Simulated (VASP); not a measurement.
# Ba (Im-3m) in VASP: further runs

Ba is run at these levels: PBEsol; tasks: single point, relaxation of volume and atoms at fixed shape.

Program: VASP 6.6.1. These are calculated values, not measurements. Logs are shortened: lines on timing, memory, paths and dates and some standing lists are left out, and cuts for length are marked.

## (1) The cell of the first run

Symmetry: Im-3m, No. 229, cubic system. The conventional cell has a = 4.888 Å, b = 4.888 Å, c = 4.888 Å, α = 90.00°, β = 90.00°, γ = 90.00°. Within 5.6 Å of Ba (site symmetry m-3m) lie 14 Ba at 4.23 to 4.89 Å.

## (2) Single point, PBEsol

Contents of INCAR:

```
ALGO = Normal
EDIFF = 1E-6
ENCUT = 500
GGA = PS
GGA_COMPAT = False
ISIF = 2
ISMEAR = 1
LASPH = True
LCHARG = True
LELF = True
LREAL = False
LVHAR = True
LWAVE = False
NBANDS = 11
NELM = 120
PREC = Accurate
SIGMA = 0.1
```

Contents of KPOINTS:

```
k-points
0
Gamma
  7 7 7
```

Contents of POSCAR:

```
Ba
1.0
   -2.4442228489      2.4442228489      2.4442228489
    2.4442228489     -2.4442228489      2.4442228489
    2.4442228489      2.4442228489     -2.4442228489
Ba
1
Direct
    0.0000000000      0.0000000000      0.0000000000
```

Potentials or basis: VASP PAW PBE potentials, release 64 (Ba_sv).

Launch:

```sh
$ cat potpaw_PBE.64/Ba_sv/POTCAR > POTCAR
$ mpirun -np 1 vasp_std > vasp.out
```

OUTCAR:

```text
EDIFF = 1E-6
   ENCUT = 500
   GGA = PS
   ISIF = 2
   ISMEAR = 1
   LASPH = True
   LREAL = False
   NELM = 120
   PREC = Accurate

 ion  position               nearest neighbor table
   1  0.000  0.000  0.000-

  LATTYP: Found a body centered cubic cell.
 ALAT       =     4.8884456978

  Lattice vectors:

 A1 = (  -2.4442228489,   2.4442228489,   2.4442228489)
 A2 = (   2.4442228489,  -2.4442228489,   2.4442228489)
 A3 = (   2.4442228489,   2.4442228489,  -2.4442228489)

Analysis of symmetry for initial positions (statically):
=====================================================================
 Subroutine PRICEL returns:
 Original cell was already a primitive cell.

 Routine SETGRP: Setting up the symmetry group for a
 body centered cubic supercell.

 Subroutine GETGRP returns: Found 48 space group operations
 (whereof 48 operations were pure point group operations)
 out of a pool of 48 trial point group operations.

The static configuration has the point symmetry O_h .

Analysis of symmetry for dynamics (positions and initial velocities):
=====================================================================
 Subroutine PRICEL returns:
 Original cell was already a primitive cell.

 Routine SETGRP: Setting up the symmetry group for a
 body centered cubic supercell.

 Subroutine GETGRP returns: Found 48 space group operations
 (whereof 48 operations were pure point group operations)
 out of a pool of 48 trial point group operations.

The dynamic configuration has the point symmetry O_h .

 Subroutine INISYM returns: Found 48 space group operations
 (whereof 48 operations are pure point group operations),
 and found     1 'primitive' translations

----------------------------------------------------------------------------------------

                                     Primitive cell

  volume of cell :      58.4094

  direct lattice vectors                    reciprocal lattice vectors
    -2.444222849  2.444222849  2.444222849     0.000000000  0.204563999  0.204563999
     2.444222849 -2.444222849  2.444222849     0.204563999  0.000000000  0.204563999
     2.444222849  2.444222849 -2.444222849     0.204563999  0.204563999  0.000000000

  length of vectors
     4.233518159  4.233518159  4.233518159     0.289297182  0.289297182  0.289297182

  position of ions in fractional coordinates (direct lattice)
     0.000000000  0.000000000  0.000000000

  ion indices of the primitive-cell ions
   primitive index   ion index
                 1           1

----------------------------------------------------------------------------------------

 KPOINTS: k-points

Automatic generation of k-mesh.
 Grid dimensions read from file:
 generate k-points for:    7    7    7

 Generating k-lattice:

  Cartesian coordinates                     Fractional coordinates (reciprocal lattice)
     0.000000000  0.029223428  0.029223428     0.142857143  0.000000000  0.000000000
     0.029223428  0.000000000  0.029223428     0.000000000  0.142857143  0.000000000
     0.029223428  0.029223428  0.000000000     0.000000000  0.000000000  0.142857143

  Length of vectors
     0.041328169  0.041328169  0.041328169

  Shift w.r.t. Gamma in fractional coordinates (k-lattice)
     0.000000000  0.000000000  0.000000000

 Subroutine IBZKPT returns following result:
 ===========================================

 Found     20 irreducible k-points:

 Following reciprocal coordinates:
            Coordinates               Weight
  0.000000  0.000000  0.000000      1.000000
  0.142857  0.000000  0.000000     12.000000
  0.285714  0.000000  0.000000     12.000000
  0.428571  0.000000  0.000000     12.000000
  0.142857  0.142857  0.000000     24.000000
  0.285714  0.142857  0.000000     48.000000
[... 12 lines left out ...]
 -0.428571 -0.428571  0.285714      8.000000
 -0.428571  0.428571  0.428571      6.000000
   k-points           NKPTS =     20   k-points in BZ     NKDIM =     20   number of bands    NBANDS=     11
   number of dos      NEDOS =    301   number of ions     NIONS =      1
   total plane-waves  NPLWV =  32768
   dimension x,y,z NGX =    32 NGY =   32 NGZ =   32
   dimension x,y,z NGXF=    64 NGYF=   64 NGZF=   64
   ions per type =               1
   NGX,Y,Z   is equivalent  to a cutoff of  12.57, 12.57, 12.57 a.u.
   NGXF,Y,Z  is equivalent  to a cutoff of  25.13, 25.13, 25.13 a.u.
 SYSTEM =  unknown system
   PREC   = accura    normal or accurate (medium, high low for compatibility)
   ISTART =      0    job   : 0-new  1-cont  2-samecut
   ICHARG =      2    charge: 1-file 2-atom 10-const
   ISPIN  =      1    spin polarized calculation?
   LNONCOLLINEAR =      F non collinear calculations
   LSORBIT =      F    spin-orbit coupling
   LASPH  =      T    aspherical Exc in radial PAW
   ENCUT  =  500.0 eV  36.75 Ry    6.06 a.u.   7.72  7.72  7.72*2*pi/ulx,y,z
   NELM   =    120;   NELMIN=  2; NELMDL= -5     # of ELM steps
   EDIFF  = 0.1E-05   stopping-criterion for ELM
   LREAL  =      F    real-space projection
   EDIFFG = 0.1E-04   stopping-criterion for IOM
   NSW    =      0    number of steps for IOM
   IBRION =     -1    ionic relax: 0-MD 1-quasi-New 2-CG
   NFREE  =      0    steps in history (QN), initial steepest desc. (CG)
   ISIF   =      2    stress and relaxation
   ISYM   =      2    0-nonsym 1-usesym 2-fastsym
   POTIM  = 0.5000    time-step for ionic-motion
   TEBEG  =    0.0;   TEEND  =   0.0 temperature during run
   PSTRESS=    0.0 pullay stress
   NELECT =      10.0000    total number of electrons
   NUPDOWN=      -1.0000    fix difference up-down
   EMIN   =  10.00;   EMAX   =-10.00  energy-range for DOS
   EFERMI =   0.00;   METHOD = LEGACY
   ISMEAR =     1;   SIGMA  =   0.10  broadening in eV -4-tet -1-fermi 0-gaus
   EFERMI_NEDOS =   21; number of points for ismear=-14 and -15
   IALGO  =     38    algorithm
   IMIX   =      4    mixing-type and parameters
     AMIX     =   0.40;   BMIX     =  1.00
     AMIX_MAG =   1.60;   BMIX_MAG =  1.00
  volume/ion in A,a.u.               =      58.41       394.17
  Fermi-wavevector in a.u.,A,eV,Ry     =   0.909035  1.717827 11.243106  0.826345
  Thomas-Fermi vector in A             =   2.033032
   LORBIT       =      0    0 simple, 1 ext, 2 COOP (PROOUT), +10 PAW based schemes
   GGA     = PS    functional components
   LHFCALC =     F    Hartree Fock is set to
   AEXX    =    0.0000 exact exchange contribution
   IVDW    =     0    specifies the selected vdW correction
   LEPSILON=     F    determine dielectric tensor
   LRPA    =     F    only Hartree local field effects (RPA)
 non-spin polarized calculation
 Methfessel and Paxton  Order N= 1 SIGMA  =   0.10
  energy-cutoff  :      500.00
  volume of cell :       58.41
 maximum number of plane-waves:      1502
   NGX = 15   NGY = 15   NGZ = 15

 number of electron      10.0000001 magnetization

 Free energy of the ion-electron system (eV)
  ---------------------------------------------------
  ext. energy  EPLUGINS =         0.00000000
  ---------------------------------------------------
  free energy    TOTEN  =        -2.13913826 eV

  energy without entropy =       -2.13767419  energy(sigma->0) =       -2.13865024

 E-fermi :   1.7078     XC(G=0):  -7.7572

 val. band max:        1.6715535270   @ k =   0.2857   0.2857   0.0000
 cond. band min:       1.7626418466   @ k =  -0.4286   0.4286   0.2857
 fundamental gap:      0.0910883196
 Fermi energy:         1.7077972015

 k-point     1 :       0.0000    0.0000    0.0000
  band No.  band energies     occupation
      1     -26.9409      2.00000
      2     -11.8226      2.00000
      3     -11.8226      2.00000
      4     -11.8226      2.00000
      5      -1.0146      2.00000
      6       3.6832     -0.00000
      7       3.6832     -0.00000
      8       3.6832     -0.00000
      9       5.2288      0.00000
     10       5.2288      0.00000
     11       8.9471      0.00000

 k-point     2 :       0.1429    0.0000    0.0000
  band No.  band energies     occupation
      1     -26.9296      2.00000
      2     -11.9429      2.00000
      3     -11.8591      2.00000
      4     -11.8236      2.00000
      5      -0.6091      2.00000
      6       3.3733     -0.00000
      7       3.4587     -0.00000
      8       4.1087      0.00000
      9       4.8742      0.00000
     10       5.2101      0.00000
     11       9.3705      0.00000

 k-point     3 :       0.2857    0.0000    0.0000
  band No.  band energies     occupation
      1     -26.9039      2.00000
      2     -12.1975      2.00000
      3     -11.9393      2.00000
      4     -11.8258      2.00000
      5       0.3024      2.00000
      6       2.8350     -0.00000
      7       2.8925     -0.00000
      8       5.0494      0.00000
      9       5.3177      0.00000
     10       5.3437      0.00000
     11       9.1287      0.00000

 k-point     4 :       0.4286    0.0000    0.0000
  band No.  band energies     occupation
      1     -26.8831      2.00000
      2     -12.3883      2.00000
      3     -12.0018      2.00000
      4     -11.8276      2.00000
      5       0.8030      2.00000
      6       2.4942     -0.00000
      7       3.1302     -0.00000
      8       5.2459      0.00000
      9       5.7328      0.00000
     10       6.9906      0.00000
     11       7.9063      0.00000
[... 183 lines left out ...]
 k-point    18 :      -0.4286    0.4286    0.2857
  band No.  band energies     occupation
      1     -26.8555      2.00000
      2     -12.2846      2.00000
      3     -12.1371      2.00000
      4     -12.0827      2.00000
      5       1.5528      2.05072
      6       1.7626      0.20893
      7       4.0551      0.00000
      8       4.0632      0.00000
      9       6.0288      0.00000
     10       6.5864      0.00000
     11       8.9332      0.00000

 k-point    19 :      -0.4286   -0.4286    0.2857
  band No.  band energies     occupation
      1     -26.8475      2.00000
      2     -12.2435      2.00000
      3     -12.2435      2.00000
      4     -12.0963      2.00000
      5       1.5245      2.02636
      6       1.5245      2.02636
      7       3.7917      0.00000
      8       5.6414      0.00000
      9       5.6414      0.00000
     10       7.6905      0.00000
     11       8.1442      0.00000

 k-point    20 :      -0.4286    0.4286    0.4286
  band No.  band energies     occupation
      1     -26.8401      2.00000
      2     -12.2315      2.00000
      3     -12.2092      2.00000
      4     -12.2092      2.00000
      5       1.2564      2.00000
      6       1.2874      2.00000
      7       5.4959      0.00000
      8       5.4959      0.00000
      9       5.9912      0.00000
     10       6.6097      0.00000
     11       8.1420      0.00000

------------------------ aborting loop because EDIFF is reached ----------------------------------------

  FORCE on cell =-STRESS in cart. coord.  units (eV):
  Direction    XX          YY          ZZ          XY          YZ          ZX
  --------------------------------------------------------------------------------------
  -------------------------------------------------------------------------------------
  Total        0.0527402      0.0527402      0.0527402      0.0000000      0.0000000     -0.0000000
  in kB        1.4466720      1.4466720      1.4466720      0.0000000      0.0000000     -0.0000000
  external PRESSURE =       1.4466720 kB  Pullay stress =       0.0000000 kB

 VOLUME and BASIS-vectors are now :
 -----------------------------------------------------------------------------
  energy-cutoff  :      500.00
  volume of cell :       58.41
      direct lattice vectors                 reciprocal lattice vectors
    -2.444222849  2.444222849  2.444222849     0.000000000  0.204563999  0.204563999
     2.444222849 -2.444222849  2.444222849     0.204563999  0.000000000  0.204563999
     2.444222849  2.444222849 -2.444222849     0.204563999  0.204563999  0.000000000

 POSITION                                       TOTAL-FORCE (eV/Angst)
 -----------------------------------------------------------------------------------
      0.00000      0.00000      0.00000        -0.000000      0.000000     -0.000000
 -----------------------------------------------------------------------------------
    total drift:                                0.000000      0.000000     -0.000000

  FREE ENERGIE OF THE ION-ELECTRON SYSTEM (eV)
  ---------------------------------------------------
  free  energy   TOTEN  =        -2.1391382615 eV

  energy  without entropy=       -2.1376741888  energy(sigma->0) =       -2.13865024
```

Run time: 8.2 s. Hardware: 1 thread of Intel Xeon Platinum 8488C (Sapphire Rapids), shared host; peak memory 0.17 GiB.

What came out:

```
Free energy            : -2.1391 eV
Pressure               : 0.1 GPa
Band gap on the k mesh : zero (bands 5 and 6 overlap by 0.78 eV)
```

Levels at points of the mesh, in eV from the Fermi level:
| k point | band 2 | band 3 | band 4 | band 5 | band 6 | band 7 | band 8 | band 9 |
| --- | --- | --- | --- | --- | --- | --- | --- | --- |
| (0.00, 0.00, 0.00) | -13.53 | -13.53 | -13.53 | -2.72 | 1.98 | 1.98 | 1.98 | 3.52 |

Caveat: the PAW data sets were made with another functional, which shifts forces and pressure a little; spin-orbit coupling is left out, which moves the levels of the heavy elements.

## (3) Relaxation of volume and atoms at fixed shape, PBEsol

This run uses another cell than the first one, of 62.99 Å³/atom.

Contents of INCAR:

```
  PREC = Accurate
  ENCUT = 500
  EDIFF = 1E-7
  ISMEAR = 1
  SIGMA = 0.1
  LREAL = False
  LASPH = True
  NELM = 120
  ALGO = Normal
  ISIF = 8
  LWAVE = False
  LCHARG = False
  GGA = PS
  IBRION = 2
  NSW = 80
  EDIFFG = -0.02
  GGA_COMPAT = False
  NELMIN = 4
```

Contents of KPOINTS:

```
Automatic mesh
0
Gamma
  7 7 7
```

Contents of POSCAR:

```
Ba
1.0
   -2.5065000000      2.5065000000      2.5065000000
    2.5065000000     -2.5065000000      2.5065000000
    2.5065000000      2.5065000000     -2.5065000000
Ba
1
Direct
    0.0000000000      0.0000000000      0.0000000000
```

Potentials or basis: VASP PAW PBE potentials, release 64 (Ba_sv).

Launch:

```sh
$ cat potpaw_PBE.64/Ba_sv/POTCAR > POTCAR
$ mpirun -np 1 vasp_std > vasp.out
```

Wall time 24 s (1 thread of Intel Xeon Platinum 8488C (Sapphire Rapids), shared host); peak memory 0.18 GiB.

The run converged. Its results:

```
Free energy                           : -2.1396 eV
Relaxed volume                        : 59.37 Å³/atom
Relaxed cell                          : a = 4.257 Å, b = 4.257 Å, c = 4.257 Å, α = 109.47°, β = 109.47°, γ = 109.47°
Space group after relaxing (to 0.1 Å) : Im-3m (No. 229)
Energy gained by relaxing             : 6.0 meV/atom
Ionic steps                           : 3
Pressure after relaxing               : 0.0 GPa
Band gap on the k mesh                : zero (bands 5 and 6 overlap by 0.75 eV)
```

The path:
```
step  energy change (eV)  largest force (eV/Å)  pressure (GPa)  volume (Å³)
   1              0.0000                0.0000           -0.51        62.99
   2             -0.0044                0.0000           -0.27        61.19
   3             -0.0060                0.0000           -0.01        59.37
```

Final structure:
```
Ba
1.0
    -2.45761    2.45761    2.45761
     2.45761   -2.45761    2.45761
     2.45761    2.45761   -2.45761
Ba
1
Direct
  0.00000 0.00000 0.00000
```

Levels at points of the mesh, in eV from the Fermi level:
```
           k point  band 2  band 3  band 4  band 5  band 6  band 7  band 8  band 9
(0.00, 0.00, 0.00)  -13.57  -13.57  -13.57   -2.72    1.96    1.96    1.96    3.48
```

Caveat: the PAW data sets were made with another functional, which shifts forces and pressure a little; spin-orbit coupling is left out, which moves the levels of the heavy elements.
